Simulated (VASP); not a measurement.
# H6C2O in VASP: a series of runs, part 2 of 3

VASP 6.6.1.

## Step 3: Single point, PBE+D3(BJ)

File INCAR:

```
PREC = Accurate
ENCUT = 520
EDIFF = 1E-7
ISMEAR = -1
SIGMA = 0.02
LREAL = Auto
LASPH = True
NELM = 60
ALGO = Normal
ISIF = 2
LWAVE = False
LCHARG = False
GGA = PE
IVDW = 12
NBANDS = 64
```

File KPOINTS:

```
regular mesh
0
Gamma
  1 1 1
```

File POSCAR:

```
H6C2O
1.0
    7.3483620000      0.0000000000      0.0000000000
    0.0000000000      7.3483620000      0.0000000000
    0.0000000000      0.0000000000      7.3483620000
O C H
4 8 24
Direct
    0.9443056834      0.3151722792      0.7606865312
    0.5571037464      0.4866526717      0.3253378100
    0.9404817019      0.8264835075     -0.0294759567
    0.8668462441      0.0143433326      0.2987740669
    0.9548386430      0.2262817210      0.6250372532
    0.5861578403      0.3737431553      0.4441806215
    0.8232991243      0.7153022674      0.0278837651
    0.9739993756      0.0367156653      0.1763114011
    0.4242442057      0.7566992481      0.6288612347
    0.4789774919      0.1506322089      0.9438974291
    0.2135305800      0.4730305883      0.0920477244
    0.0031571662      0.6589631812      0.4848155276
    1.0027132577      0.2811510919      0.4902180921
    0.9272406558      0.0815691987      0.6227102040
    0.5503675513      0.2224169141      0.4138473309
    0.6160284428      0.4067028815      0.5921455693
    0.7931563524      0.5907711133     -0.0466634605
    0.7656536246      0.7453089546      0.1650435839
    0.9501981530      0.1129503419      0.0519979827
    1.1181403420      0.0162213021      0.2099515511
    0.5422569002      0.8317227703      0.5591450176
    0.3799758368      0.6488248674      0.5434952715
    0.3206701031      0.8639612474      0.6202470700
    0.4464804537      0.6922222939      0.7577879261
    0.4044574832      0.0257744515      0.9808444385
    0.4648518949      0.2368146806      1.0595558575
    0.4240945125      0.2090125663      0.8208632073
    0.6289156686      0.0879515734      0.9203139421
    0.2821445106      0.3839086860      0.1846261793
    0.0754045595      0.4270611600      0.0746969189
    0.2811919173      0.4779024223     -0.0325786890
    0.2292347601      0.6100271054      0.1445083952
    0.0768470579      0.7825689589      0.4900956159
    0.0432477333      0.5780335808      0.3571544243
   -0.1433108494      0.7023061738      0.5141690080
    0.0499975369      0.5683307382      0.5962961542
```

Potentials or basis: VASP PAW PBE potentials, release 64 (O, C, H).

On the command line:

```
cat potpaw_PBE.64/O/POTCAR potpaw_PBE.64/C/POTCAR potpaw_PBE.64/H/POTCAR > POTCAR
mpirun -np 1 vasp_gam > vasp.out
```

OUTCAR:

```text
PREC = Accurate
   ENCUT = 520
   EDIFF = 1E-7
   ISMEAR = -1
   LREAL = Auto
   LASPH = True
   NELM = 60
   ISIF = 2
   GGA = PE
   IVDW = 12
 IVDW          = 12

 ion  position               nearest neighbor table
   1  0.944  0.315  0.761-   5 1.19
   2  0.557  0.487  0.325-   6 1.22
   3  0.940  0.826  0.971-   7 1.26
[... 332 lines left out ...]
  --------------------------------------------------------------------------------------
  -------------------------------------------------------------------------------------
  Total       0.33479     1.44000     4.47352     0.23700     3.08878     1.09026
  in kB       1.35178     5.81435    18.06292     0.95694    12.47171     4.40218
  external pressure =        8.41 kB  Pullay stress =        0.00 kB

 VOLUME and BASIS-vectors are now :
 -----------------------------------------------------------------------------
  energy-cutoff  :      520.00
  volume of cell :      396.80
      direct lattice vectors                 reciprocal lattice vectors
     7.348362000  0.000000000  0.000000000     0.136084749  0.000000000  0.000000000
     0.000000000  7.348362000  0.000000000     0.000000000  0.136084749  0.000000000
     0.000000000  0.000000000  7.348362000     0.000000000  0.000000000  0.136084749

 POSITION                                       TOTAL-FORCE (eV/Angst)
 -----------------------------------------------------------------------------------
      6.93910      2.31600      5.58980        -0.261545      1.245176      1.641593
      4.09380      3.57610      2.39070         0.817079     -0.294785      0.566221
      6.91100      6.07330      7.13176        -1.406377     -1.920390      0.233764
      6.36990      0.10540      2.19550        -2.076397     -0.379448      1.101919
      7.01650      1.66280      4.59300         0.797063     -0.707037     -1.743659
      4.30730      2.74640      3.26400        -1.529148     -0.989325     -0.290043
[... 28 lines left out ...]
      6.29526      5.16080      3.77830         1.122910     -0.963628     -0.852792
      0.36740      4.17630      4.38180        -0.215294      0.567732     -0.009424
 -----------------------------------------------------------------------------------
    total drift:                                0.000013     -0.019244      0.003651

  FREE ENERGIE OF THE ION-ELECTRON SYSTEM (eV)
  ---------------------------------------------------
  free  energy   TOTEN  =      -184.7818627255 eV

  energy  without entropy=     -184.7818627255  energy(sigma->0) =     -184.78186273
```

OSZICAR:

```text
N       E                     dE             d eps       ncg     rms          rms(c)
DAV:   1     0.541189158322E+03    0.54119E+03   -0.40391E+04   128   0.113E+03
DAV:   2    -0.135557750737E+03   -0.67675E+03   -0.63614E+03   160   0.254E+02
DAV:   3    -0.201427067346E+03   -0.65869E+02   -0.65307E+02   160   0.848E+01
DAV:   4    -0.202834188412E+03   -0.14071E+01   -0.14034E+01   152   0.142E+01
DAV:   5    -0.202868223007E+03   -0.34035E-01   -0.34023E-01   160   0.205E+00    0.243E+01
DAV:   6    -0.186244769132E+03    0.16623E+02   -0.30885E+01   136   0.193E+01    0.121E+01
DAV:   7    -0.183935582624E+03    0.23092E+01   -0.52387E+00   160   0.899E+00    0.649E+00
DAV:   8    -0.183422180534E+03    0.51340E+00   -0.83036E-01   168   0.340E+00    0.221E+00
DAV:   9    -0.183372129625E+03    0.50051E-01   -0.14286E-01   152   0.148E+00    0.520E-01
DAV:  10    -0.183376817247E+03   -0.46876E-02   -0.18607E-02   152   0.612E-01    0.291E-01
DAV:  11    -0.183380456984E+03   -0.36397E-02   -0.53914E-03   144   0.322E-01    0.108E-01
DAV:  12    -0.183380781257E+03   -0.32427E-03   -0.11074E-03   152   0.165E-01    0.440E-02
DAV:  13    -0.183380833803E+03   -0.52545E-04   -0.39048E-04   144   0.875E-02    0.289E-02
DAV:  14    -0.183380833384E+03    0.41819E-06   -0.84725E-05   160   0.349E-02    0.130E-02
DAV:  15    -0.183380835538E+03   -0.21539E-05   -0.22352E-05   144   0.218E-02    0.650E-03
DAV:  16    -0.183380835575E+03   -0.36298E-07   -0.29483E-06   160   0.104E-02    0.424E-03
DAV:  17    -0.183380835508E+03    0.66722E-07   -0.29546E-06   160   0.720E-03    0.198E-03
DAV:  18    -0.183380835454E+03    0.53792E-07   -0.58968E-07   136   0.300E-03
   1 F= -.18478186E+03 E0= -.18478186E+03  d E =-.216699E-11
```

It took 38 s on 1 thread of Intel Xeon 6975P-C (Granite Rapids), shared host; peak memory 0.39 GiB.

Results:

* Free energy: -184.7819 eV
* Pressure: 0.8 GPa
* Largest force: 3.681 eV/Å
* Band gap on the k mesh: 2.34 eV
* Dispersion energy per atom: -0.039 eV

Forces in eV/Å, atoms in the order of the input:
```
O   -0.262  1.245  1.642
O    0.817 -0.295  0.566
O   -1.406 -1.920  0.234
O   -2.076 -0.379  1.102
C    0.797 -0.707 -1.744
C   -1.529 -0.989 -0.290
C    1.998  2.100  0.251
C    1.449  0.917 -0.377
C    0.852  1.954 -1.516
C    2.292 -2.864 -0.305
C   -0.361  0.489  1.073
C   -0.837 -1.615  0.087
H   -0.163  0.155  0.322
H   -0.336 -0.908  0.028
H    0.733  0.974  0.330
H    0.238  0.102 -0.739
H   -0.268 -0.231 -0.332
H   -0.262 -0.334 -0.258
H   -0.389  0.451 -0.444
H    0.774 -0.487 -0.416
H   -0.511 -1.210  1.016
H   -0.292 -0.575 -0.968
H   -0.271 -0.309  0.811
H    0.341  0.464  0.980
H   -0.321  0.105 -0.325
H    0.530  0.772  0.485
H   -0.117  0.207 -0.396
H   -2.151  1.538  0.381
H    0.352 -0.466  0.389
H   -0.573  0.161 -0.118
H    0.817 -0.360 -1.784
H   -0.459  0.350  0.340
H    0.836  0.890 -0.107
H   -1.147  1.172  0.945
H    1.123 -0.964 -0.853
H   -0.215  0.568 -0.009
```

Caveat: the k points lie up to 0.86 Å⁻¹ apart.

## Step 4: Single point, PBE+D3(BJ)

File INCAR:

```
PREC = Accurate ; ENCUT = 520
EDIFF = 1E-6 ; ISMEAR = -1
SIGMA = 0.02 ; LREAL = Auto
LASPH = T ; NELM = 100
ALGO = Normal ; ISIF = 2
LWAVE = F ; LCHARG = T
GGA = PE ; IVDW = 12
LELF = T ; LVHAR = T
NBANDS = 64
```

File KPOINTS:

```
Automatic mesh
0
Gamma
  1 1 1
```

File POSCAR:

```
H6C2O
1.0
    7.3483620000      0.0000000000      0.0000000000
    0.0000000000      7.3483620000      0.0000000000
    0.0000000000      0.0000000000      7.3483620000
O C H
4 8 24
Direct
    0.9665283229      0.3310669779      0.7770303096
    0.5940779728      0.4788550156      0.3423892291
    1.0038699781      0.7896045404     -0.0018915780
    0.8496451318      0.0308640211      0.3039997213
    0.9396788019      0.2502190284      0.6365500230
    0.5216128438      0.3453967020      0.3983744949
    0.8690372086      0.7039664078      0.0194329022
    0.9687192874      0.0546788522      0.1895524472
    0.4048929544      0.7710697976      0.6002017865
    0.5564913650      0.1114125842      0.9775920130
    0.1837416284      0.4636543491      0.0925512379
   -0.0047901832      0.6806278733      0.4886395090
    0.9998146526      0.3046937535      0.5079635434
    0.8649410576      0.1167198894      0.6402923536
    0.4423026519      0.2296702313      0.3304001626
    0.5484215394      0.3032240382      0.5463802681
    0.8131880275      0.6096460681     -0.0931500108
    0.8076902036      0.6920998176      0.1436238443
    0.9382499120      0.1422221714      0.0693896136
    1.1130915978     -0.0036742882      0.1913623744
    0.4705946713      0.8878169040      0.6561734438
    0.4389685756      0.7636667872      0.4534207759
    0.2616637558      0.7715597027      0.6377883942
    0.4656820119      0.6519275996      0.6651142118
    0.4168548038      0.0847399733      1.0304201127
    0.6115512546      0.2412510434      1.0225952396
    0.5583965515      0.1331861441      0.8215572396
    0.6573709896      0.0139486868      0.9894041693
    0.2715435086      0.3637817516      0.1280013151
    0.0546516353      0.4296059448      0.1450119088
    0.1734127959      0.4675327644     -0.0617280422
    0.2216684480      0.6024607933      0.1490400174
    0.0152142750      0.8311376059      0.4323548568
   -0.0159899580      0.5775164588      0.3852967505
   -0.1313217830      0.6702037815      0.5535927599
    0.0959261397      0.6467291622      0.5993716695
```

Potentials or basis: VASP PAW PBE potentials, release 64 (O, C, H).

On the command line:

```
cat potpaw_PBE.64/O/POTCAR potpaw_PBE.64/C/POTCAR potpaw_PBE.64/H/POTCAR > POTCAR
mpirun -np 1 vasp_gam > vasp.out
```

OUTCAR:

```text
PREC = Accurate
   ENCUT = 520
   EDIFF = 1E-6
   ISMEAR = -1
   LREAL = Auto
   LASPH = T
   NELM = 100
   ISIF = 2
   GGA = PE
   IVDW = 12
 IVDW          = 12

 ion  position               nearest neighbor table
   1  0.967  0.331  0.777-   5 1.21
   2  0.594  0.479  0.342-   6 1.19
   3  0.004  0.790  0.998-   7 1.18
   4  0.850  0.031  0.304-   8 1.23
   5  0.940  0.250  0.637-  13 1.12  14 1.12   1 1.21
   6  0.522  0.345  0.398-  15 1.15  16 1.15   2 1.19
   7  0.869  0.704  0.019-  18 1.02  17 1.15   3 1.18
   8  0.969  0.055  0.190-  19 1.12  20 1.14   4 1.23
   9  0.405  0.771  0.600-  21 1.07  23 1.09  24 1.09  22 1.11
  10  0.556  0.111  0.978-  28 1.03  26 1.09  25 1.11  27 1.16
  11  0.184  0.464  0.093-  29 1.01  30 1.05  32 1.14  31 1.14
  12  0.995  0.681  0.489-  35 1.05  34 1.08  36 1.13  33 1.19
  13  1.000  0.305  0.508-   5 1.12
  14  0.865  0.117  0.640-   5 1.12
  15  0.442  0.230  0.330-   6 1.15
  16  0.548  0.303  0.546-   6 1.15
  17  0.813  0.610  0.907-   7 1.15
[... 17 lines left out ...]
  35  0.869  0.670  0.554-  12 1.05
  36  0.096  0.647  0.599-  12 1.13

[... 232 lines left out ...]
 Fermi energy:        -2.3479873634

 k-point     1 :       0.0000    0.0000    0.0000
  band No.  band energies     occupation
      1     -24.2489      2.00000
      2     -24.0962      2.00000
      3     -23.7984      2.00000
      4     -23.2368      2.00000
      5     -14.2037      2.00000
      6     -14.0407      2.00000
[... 44 lines left out ...]
     51       4.8092      0.00000
     52       4.8802      0.00000
 [bands above 52 left out]

------------------------ aborting loop because EDIFF is reached ----------------------------------------

 Edisp (eV)   -1.41794

 E8    (eV) :    -0.3162

  FORCE on cell =-STRESS in cart. coord.  units (eV):
  Direction    XX          YY          ZZ          XY          YZ          ZX
  --------------------------------------------------------------------------------------
  -------------------------------------------------------------------------------------
  Total       8.64632     3.97738     3.20794    -0.77769     0.50452     0.34480
  in kB      34.91165    16.05966    12.95285    -3.14013     2.03711     1.39223
  external pressure =       21.31 kB  Pullay stress =        0.00 kB

 VOLUME and BASIS-vectors are now :
 -----------------------------------------------------------------------------
  energy-cutoff  :      520.00
  volume of cell :      396.80
      direct lattice vectors                 reciprocal lattice vectors
     7.348362000  0.000000000  0.000000000     0.136084749  0.000000000  0.000000000
     0.000000000  7.348362000  0.000000000     0.000000000  0.136084749  0.000000000
     0.000000000  0.000000000  7.348362000     0.000000000  0.000000000  0.136084749

 POSITION                                       TOTAL-FORCE (eV/Angst)
 -----------------------------------------------------------------------------------
      7.10240      2.43280      5.70990        -0.138530      0.536265      0.797245
      4.36550      3.51880      2.51600         0.311550      1.365696     -1.591987
      0.02844      5.80230      7.33446         2.189712      2.091170     -1.088214
      6.24350      0.22680      2.23390         0.392036     -0.057725      0.040007
      6.90510      1.83870      4.67760         0.186617     -0.763009     -0.323803
      3.83300      2.53810      2.92740        -0.036239     -3.049739      2.448206
[... 28 lines left out ...]
      6.38336      4.92490      4.06800        -1.775368      0.372604      0.803448
      0.70490      4.75240      4.40440        -0.772798     -0.066732     -1.220873
 -----------------------------------------------------------------------------------
    total drift:                                0.001196      0.010022      0.008463

  FREE ENERGIE OF THE ION-ELECTRON SYSTEM (eV)
  ---------------------------------------------------
  free  energy   TOTEN  =      -184.1712637447 eV

  energy  without entropy=     -184.1712637447  energy(sigma->0) =     -184.17126374
```

stdout:

```text
POSCAR found type information on POSCAR O C H
 POSCAR found :  3 types and      36 ions
 scaLAPACK will be used
 LDA part: xc-table for (Slater+PW92), standard interpolation
 POSCAR, INCAR and KPOINTS ok, starting setup
 FFT: planning ... GRIDC
 FFT: planning ... GRID_SOFT
 FFT: planning ... GRID
 WAVECAR not read
 entering main loop
```

Run time: 46 s. Hardware: 1 thread of Intel Xeon 6975P-C (Granite Rapids), shared host; peak memory 0.38 GiB.

What came out:

- Free energy: -184.1713 eV
- Pressure: 2.1 GPa
- Largest force: 4.295 eV/Å
- Band gap on the k mesh: 3.01 eV
- Dispersion energy per atom: -0.039 eV

Forces on the atoms (eV/Å):
```
O   -0.139  0.536  0.797
O    0.312  1.366 -1.592
O    2.190  2.091 -1.088
O    0.392 -0.058  0.040
C    0.187 -0.763 -0.324
C   -0.036 -3.050  2.448
C   -1.186 -2.776 -3.055
C    0.375  0.283 -0.418
C    0.423 -0.547 -0.199
C   -1.334  2.094 -2.696
C   -0.525  3.437 -2.082
C    1.472  1.859  0.278
H   -0.349 -0.350 -0.059
H    0.113  0.344 -0.507
H    0.221  1.219 -0.422
H   -0.335  0.327 -0.401
H    0.248  0.733  0.579
H   -1.836  0.066  3.001
H    0.209 -0.182 -0.032
H   -0.860  0.460  0.587
H    0.458  0.865  0.414
H   -0.586  0.029  0.370
H    0.335  0.378 -0.335
H    0.162 -0.183  0.088
H    0.858 -0.165 -0.314
H   -0.068  0.206  0.563
H   -0.691 -0.251  1.372
H    1.139 -1.899  0.904
H    2.377 -2.248  0.946
H   -1.429 -0.282  0.438
H    0.145  0.144  1.374
H   -0.017 -1.253 -0.477
H   -0.247 -2.553  0.848
H    0.572 -0.185 -0.631
H   -1.775  0.373  0.803
H   -0.773 -0.067 -1.221
```

Stress tensor (GPa, compression positive):
```
 3.49 -0.31  0.14
-0.31  1.61  0.20
 0.14  0.20  1.30
```

Caveat: the k points lie up to 0.86 Å⁻¹ apart.

[end of part 2 of 3]
